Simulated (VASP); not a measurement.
# C13O in VASP: further runs, part 2 of 2

VASP 6.6.1. The steps go on from the part before.

### 4 Single point, PBE

Input file INCAR:

```
SYSTEM = C13O
ALGO = Normal ; DIPOL = 0.5 0.5 0.309
EDIFF = 1E-6 ; ENCUT = 520
GGA = PE ; IDIPOL = 3
ISIF = 2 ; ISMEAR = 0
LASPH = .TRUE. ; LCHARG = .FALSE.
LDIPOL = .TRUE. ; LREAL = .FALSE.
LWAVE = .FALSE. ; NBANDS = 42
NELM = 80 ; PREC = Accurate
SIGMA = 0.1
```

Input file KPOINTS:

```
k-points
0
G
  6 3 1
  0 0 0
```

Input file POSCAR:

```
C13O
1.0
    4.9326910638      0.0000000000      0.0000000000
    0.0000000000      8.5222964206      0.0000000000
    0.0000000000      0.0000000000     22.9416054000
C O
13 1
Direct
    0.0000000000      0.0000000000      0.1743557144
    0.5000000000      0.0000000000      0.1743557144
    0.2500000000      0.0000000000      0.2053898385
    0.7500000000      0.0000000000      0.2053898385
    0.2500000000      0.0000000000      0.2674580867
    0.7500000000      0.0000000000      0.2674580867
    0.0000000000      0.0000000000      0.2977124358
    0.5000000000      0.0000000000      0.2977124358
    0.0000000000      0.0000000000      0.3626190224
    0.5000000000      0.0000000000      0.3626190224
    0.2500000000      0.0000000000      0.3897549994
    0.7500000000      0.0000000000      0.3897549994
    0.1250000000      0.8274526105      0.4664715138
    0.1250000000      1.1725473895      0.4664715138
```

Potentials or basis: VASP PAW PBE potentials, release 64 (C, O).

Launch:

```bash
$ cat potpaw_PBE.64/C/POTCAR potpaw_PBE.64/O/POTCAR > POTCAR
$ mpirun -np 1 vasp_std > vasp.out
```

OUTCAR:

```text
SYSTEM = C13O
   EDIFF = 1E-6
   ENCUT = 520
   GGA = PE
   ISIF = 2
   ISMEAR = 0
   LASPH = .TRUE.
   LREAL = .FALSE.
   NELM = 80
   PREC = Accurate

 ion  position               nearest neighbor table
   1  0.000  0.000  0.174-   3 1.42   4 1.42
   2  0.500  0.000  0.174-   3 1.42   4 1.42
   3  0.250  0.000  0.205-   1 1.42   2 1.42   5 1.42
   4  0.750  0.000  0.205-   1 1.42   2 1.42   6 1.42
   5  0.250  0.000  0.267-   7 1.42   8 1.42   3 1.42
   6  0.750  0.000  0.267-   7 1.42   8 1.42   4 1.42
   7  0.000  0.000  0.298-   5 1.42   6 1.42   9 1.49
   8  0.500  0.000  0.298-   5 1.42   6 1.42  10 1.49
   9  0.000  0.000  0.363-  11 1.38  12 1.38   7 1.49
  10  0.500  0.000  0.363-  11 1.38  12 1.38   8 1.49
  11  0.250  0.000  0.390-   9 1.38  10 1.38
  12  0.750  0.000  0.390-   9 1.38  10 1.38
  13  0.125  0.827  0.466-
  14  0.125  0.173  0.466-

  LATTYP: Found a simple orthorhombic cell.
 ALAT       =     4.9326910638
[... 646 lines left out ...]

 vacuum level on the upper side and lower side of the slab       (xc-potential included)         0.287        -0.386

  FORCE on cell =-STRESS in cart. coord.  units (eV):
  Direction    XX          YY          ZZ          XY          YZ          ZX
  --------------------------------------------------------------------------------------
  -------------------------------------------------------------------------------------
  Total        0.3400437     -8.3381384     -6.4647544      0.5207800      0.6180197      0.6191834
  in kB        0.5649121    -13.8520906    -10.7398509      0.8651682      1.0267118      1.0286450
  external PRESSURE =      -8.0090098 kB  Pullay stress =       0.0000000 kB

 VOLUME and BASIS-vectors are now :
 -----------------------------------------------------------------------------
  energy-cutoff  :      520.00
  volume of cell :      964.42
      direct lattice vectors                 reciprocal lattice vectors
     4.932691064  0.000000000  0.000000000     0.202729096  0.000000000  0.000000000
     0.000000000  8.522296421  0.000000000     0.000000000  0.117339265  0.000000000
     0.000000000  0.000000000 22.941605400     0.000000000  0.000000000  0.043588929

 POSITION                                       TOTAL-FORCE (eV/Angst)
 -----------------------------------------------------------------------------------
      0.00000      0.00000      4.00000        -0.068069      0.053864      1.917282
      2.46635      0.00000      4.00000         0.074207     -0.082917      1.925046
      1.23317      0.00000      4.71197         0.024359      0.020373     -3.315726
      3.69952      0.00000      4.71197        -0.028567      0.010899     -3.227393
      1.23317      0.00000      6.13592         0.066018      0.012591      1.260864
      3.69952      0.00000      6.13592        -0.052547     -0.001191      1.218963
      0.00000      0.00000      6.83000        -0.212104     -0.045518      0.795031
      2.46635      0.00000      6.83000         0.151495      0.151785      0.639567
      0.00000      0.00000      8.31906        -0.775057      0.231032     -1.489439
      2.46635      0.00000      8.31906         0.972188      0.230266     -0.402782
      1.23317      0.00000      8.94161        -1.200984     -0.665411      3.680407
      3.69952      0.00000      8.94161         0.671394     -0.569153      0.539212
      0.61659      7.05180     10.70161         0.011550      3.111117     -1.943104
      0.61659      1.47050     10.70161         0.366118     -2.457737     -1.597926
 -----------------------------------------------------------------------------------
    total drift:                                0.000007      0.000324      0.000347

  FREE ENERGIE OF THE ION-ELECTRON SYSTEM (eV)
  ---------------------------------------------------
  free  energy   TOTEN  =      -103.0126098713 eV

  energy  without entropy=     -102.9507086483  energy(sigma->0) =     -102.98165926

 vacuum level on the upper side and lower side of the slab         1.835         1.146
```

stdout:

```text
POSCAR found type information on POSCAR C O
 POSCAR found :  2 types and      14 ions
 scaLAPACK will be used
 LDA part: xc-table for (Slater+PW92), standard interpolation
 POSCAR, INCAR and KPOINTS ok, starting setup
 FFT: planning ... GRIDC
 FFT: planning ... GRID_SOFT
 FFT: planning ... GRID
 WAVECAR not read
 entering main loop
```

It took 31 min on 1 thread of Intel Xeon 8259CL, shared host; peak memory 1.1 GiB.

What came out:

```
Free energy            : -103.0126 eV
Largest force          : 3.928 eV/Å
Band gap on the k mesh : 0.01 eV
```

Forces in eV/Å, atoms in the order of the input:
```
C   -0.068  0.054  1.917
C    0.074 -0.083  1.925
C    0.024  0.020 -3.316
C   -0.029  0.011 -3.227
C    0.066  0.013  1.261
C   -0.053 -0.001  1.219
C   -0.212 -0.046  0.795
C    0.151  0.152  0.640
C   -0.775  0.231 -1.489
C    0.972  0.230 -0.403
C   -1.201 -0.665  3.680
C    0.671 -0.569  0.539
C    0.012  3.111 -1.943
O    0.366 -2.458 -1.598
```

Caveat: the smearing spreads over this small gap.

### 5 Single point, PBE

Input file INCAR:

```
ALGO = Normal
DIPOL = 0.5 0.5 0.311
EDIFF = 1E-6
ENCUT = 520
GGA = PE
IDIPOL = 3
ISIF = 2
ISMEAR = 0
LASPH = True
LCHARG = False
LDIPOL = True
LREAL = False
LWAVE = False
NBANDS = 42
NELM = 60
PREC = Accurate
SIGMA = 0.1
```

Input file KPOINTS:

```
k-points
0
Gamma
  6 3 1
```

Changes to POSCAR since step 4:

```diff
@@ -20,3 +20,3 @@
     0.7500000000      0.0000000000      0.3897549994
-    0.1250000000      0.8274526105      0.4664715138
-    0.1250000000      1.1725473895      0.4664715138
+    0.1250000000      0.8916371886      0.4804199710
+    0.1250000000      1.1083628114      0.4804199710
```

Launch:

```bash
$ cat potpaw_PBE.64/C/POTCAR potpaw_PBE.64/O/POTCAR > POTCAR
$ mpirun -np 1 vasp_std > vasp.out
```

Run time: 14 min. Hardware: 1 thread of Intel Xeon Platinum 8488C (Sapphire Rapids), shared host; peak memory 1 GiB.

The run converged. Its results:

```yaml
Free_energy: -106.5854 eV
Largest_force: 7.866 eV/Å
Band_gap_on_the_k_mesh: 0.05 eV (least direct gap 0.06 eV)
```

Forces on the atoms (eV/Å):
```
C   -0.159  0.040  1.821
C    0.158 -0.028  1.781
C    0.028  0.008 -3.467
C   -0.036 -0.012 -2.957
C    0.054  0.008  1.368
C   -0.030 -0.050  1.303
C   -0.088 -0.008  0.571
C   -0.034  0.121  0.389
C   -0.743  0.361 -0.673
C    0.930  0.356 -0.098
C   -1.031 -1.298  2.330
C    0.133 -0.556  0.258
C    0.362  7.556 -2.157
O    0.459 -6.497 -0.468
```

Levels at points of the mesh, in eV from the valence-band top:
```tsv
k point	band 26	band 27	band 28	band 29	band 30	band 31	band 32	band 33
(0.00, 0.00, 0.00)	-1.84	-0.43	-0.27	-0.24	0.21	0.58	0.96	1.01
(0.50, 0.00, 0.00)	-1.75	-1.60	-0.04	-0.01	0.05	0.14	0.83	1.56
```

### 6 Single point, PBE

Input file INCAR:

```
SYSTEM = C13O
PREC = Accurate
ENCUT = 520
EDIFF = 1E-6
ISMEAR = 0
SIGMA = 0.1
LREAL = .False.
LASPH = .True.
NELM = 80
ALGO = Normal
ISIF = 2
LWAVE = .False.
LCHARG = .False.
LDIPOL = .True.
IDIPOL = 3
DIPOL = 0.5 0.5 0.303
GGA = PE
NBANDS = 42
```

Input file KPOINTS:

```
regular mesh
0
Gamma
  6 3 1
  0 0 0
```

Changes to POSCAR since step 5:

```diff
@@ -20,3 +20,3 @@
     0.7500000000      0.0000000000      0.3897549994
-    0.1250000000      0.8916371886      0.4804199710
-    0.1250000000      1.1083628114      0.4804199710
+    0.1250000000      0.8505097761      0.4246261423
+    0.1250000000      1.1494902239      0.4246261423
```

Potentials or basis: VASP PAW PBE potentials, release 64 (C, O).

Launch:

```bash
$ cat potpaw_PBE.64/C/POTCAR potpaw_PBE.64/O/POTCAR > POTCAR
$ mpirun -np 1 vasp_std > vasp.out
```

OUTCAR:

```text
SYSTEM = C13O
   PREC = Accurate
   ENCUT = 520
   EDIFF = 1E-6
   ISMEAR = 0
   LREAL = .False.
   LASPH = .True.
   NELM = 80
   ISIF = 2
   GGA = PE

 ion  position               nearest neighbor table
   1  0.000  0.000  0.174-   3 1.42   4 1.42
   2  0.500  0.000  0.174-   3 1.42   4 1.42
   3  0.250  0.000  0.205-   1 1.42   2 1.42   5 1.42
   4  0.750  0.000  0.205-   1 1.42   2 1.42   6 1.42
   5  0.250  0.000  0.267-   7 1.42   8 1.42   3 1.42
   6  0.750  0.000  0.267-   7 1.42   8 1.42   4 1.42
   7  0.000  0.000  0.298-   5 1.42   6 1.42   9 1.49
   8  0.500  0.000  0.298-   5 1.42   6 1.42  10 1.49
   9  0.000  0.000  0.363-  11 1.38  12 1.38   7 1.49  13 2.01  14 2.01
  10  0.500  0.000  0.363-  11 1.38  12 1.38   8 1.49
  11  0.250  0.000  0.390-   9 1.38  10 1.38  13 1.63  14 1.63
  12  0.750  0.000  0.390-   9 1.38  10 1.38
  13  0.125  0.851  0.425-  11 1.63   9 2.01
  14  0.125  0.149  0.425-  11 1.63   9 2.01

  LATTYP: Found a simple orthorhombic cell.
 ALAT       =     4.9326910638
 B/A-ratio  =     1.7277174488
[... 647 lines left out ...]

  FORCE on cell =-STRESS in cart. coord.  units (eV):
  Direction    XX          YY          ZZ          XY          YZ          ZX
  --------------------------------------------------------------------------------------
  -------------------------------------------------------------------------------------
  Total        1.8716079     -6.2906477      0.6671506      2.5306459      0.6445005      0.9671694
  in kB        3.1092891    -10.4506087      1.1083326      4.2041442      1.0707042      1.6067517
  external PRESSURE =      -2.0776623 kB  Pullay stress =       0.0000000 kB

 VOLUME and BASIS-vectors are now :
 -----------------------------------------------------------------------------
  energy-cutoff  :      520.00
  volume of cell :      964.42
      direct lattice vectors                 reciprocal lattice vectors
     4.932691064  0.000000000  0.000000000     0.202729096  0.000000000  0.000000000
     0.000000000  8.522296421  0.000000000     0.000000000  0.117339265  0.000000000
     0.000000000  0.000000000 22.941605400     0.000000000  0.000000000  0.043588929

 POSITION                                       TOTAL-FORCE (eV/Angst)
 -----------------------------------------------------------------------------------
      0.00000      0.00000      4.00000        -0.129151      0.024296      1.842759
      2.46635      0.00000      4.00000         0.145062     -0.078929      1.943876
      1.23317      0.00000      4.71197         0.021320      0.026017     -3.318510
      3.69952      0.00000      4.71197         0.015799      0.015651     -3.231902
      1.23317      0.00000      6.13592         0.099012     -0.002072      1.229253
      3.69952      0.00000      6.13592        -0.084739      0.139801      1.341638
      0.00000      0.00000      6.83000        -0.188664     -0.266767      0.606373
      2.46635      0.00000      6.83000         0.296036      0.262755      0.958935
      0.00000      0.00000      8.31906        -2.834675     -0.209471     -4.879934
      2.46635      0.00000      8.31906         2.889160      0.051349     -1.578170
      1.23317      0.00000      8.94161        -2.560364      0.269252      6.594009
      3.69952      0.00000      8.94161         0.452801     -1.271798      0.630475
      0.61659      7.24830      9.74161        -0.054506      2.958093     -1.305300
      0.61659      1.27400      9.74161         1.932907     -1.918175     -0.833501
 -----------------------------------------------------------------------------------
    total drift:                                0.000002      0.000527      0.000543

  FREE ENERGIE OF THE ION-ELECTRON SYSTEM (eV)
  ---------------------------------------------------
  free  energy   TOTEN  =      -107.4672462428 eV

  energy  without entropy=     -107.4227079313  energy(sigma->0) =     -107.44497709

 vacuum level on the upper side and lower side of the slab         1.601         1.251
```

Run time: 25 min. Hardware: 1 thread of Intel Xeon Platinum 8488C (Sapphire Rapids), shared host; peak memory 0.99 GiB.

What came out:

```yaml
Free_energy: -107.4672 eV
Largest_force: 7.079 eV/Å
Band_gap_on_the_k_mesh: 0.04 eV
```

Forces on the atoms (eV/Å):
```
C   -0.129  0.024  1.843
C    0.145 -0.079  1.944
C    0.021  0.026 -3.319
C    0.016  0.016 -3.232
C    0.099 -0.002  1.229
C   -0.085  0.140  1.342
C   -0.189 -0.267  0.606
C    0.296  0.263  0.959
C   -2.835 -0.209 -4.880
C    2.889  0.051 -1.578
C   -2.560  0.269  6.594
C    0.453 -1.272  0.630
C   -0.055  2.958 -1.305
O    1.933 -1.918 -0.834
```

Levels at points of the mesh, in eV from the valence-band top:
```
           k point  band 25  band 26  band 27  band 28  band 29  band 30  band 31  band 32  band 33  band 34
(0.00, 0.00, 0.00)    -1.98    -1.74    -0.41    -0.24    -0.17     0.27     0.72     0.92     1.17     2.79
(0.50, 0.00, 0.00)    -1.87    -1.50    -0.34    -0.08     0.00     0.04     0.12     1.04     1.93     3.08
```

### 7 Summary

```csv
cell,gap on the mesh (eV),largest force (eV/Å)
"as given, atomic positions A",0.03,5.70
"as given, atomic positions B",0.01,6.08
"as given, atomic positions C",0.01,3.93
"as given, atomic positions D",0.05,7.87
"as given, atomic positions E",0.04,7.08
```

Alike in all rows: task single point; level PBE; potentials or basis VASP PAW PBE potentials, release 64 (C, O); no spin polarisation; k mesh 6 × 3 × 1; cutoff (eV) 520; smearing gaussian 0.1 eV.

Caveats: the smearing spreads over this small gap (at least some runs).

Total energies depend on the potentials used, so only differences within one code and one set of settings carry meaning.
